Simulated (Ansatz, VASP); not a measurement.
**One calculation of Te2I3, two programs**

```
Te I
1.0
     5.07203    0.00000    0.00000
     0.00000    5.07203    0.00000
     0.00000    0.00000    8.58738
Te I
2 3
Direct
  0.50000 0.00000 0.94521
  0.00000 0.50000 0.94521
  0.50000 0.00000 0.63363
  0.00000 0.50000 0.63363
  0.50000 0.50000 0.25807
```

Alike in both runs: functional PBE; k mesh 4 × 4 × 2; occupations gaussian, width 0.1 eV; no spin polarisation.

Ansatz relaxed the structure, and its values are those at the end. VASP's run is a single point on that final structure, the one shown.

|  | VASP | Ansatz |
| --- | --- | --- |
| version | VASP 6.6.1 | Ansatz 0.2.0 |
| potentials or method | VASP PAW PBE potentials, release 64 (Te, I), cutoff 520 eV | scalar-relativistic, plane waves, PAW |
| valence electrons in the cell | 33 | 83 |

|  | VASP | Ansatz | Ansatz less VASP |
| --- | --- | --- | --- |
| gap on the k mesh at the Fermi level (eV) | none | none | - |
| pressure (GPa) | 0.0 | 0.0 | +0.01 |
| rms of the force components (eV/Å) | 0.016 | 0.015 | -0.0006 |

A gap of «none» marks a metal or a gap that the smearing closes. The functional is the same, so the differences come from potentials, cutoffs and numerics. VASP's potentials hold 33 valence electrons a cell and Ansatz's 83, so a difference there can come from the potentials and not from the codes.

The k mesh is coarse, so the values compare programs but aren't converged. Spin-orbit coupling is off throughout.
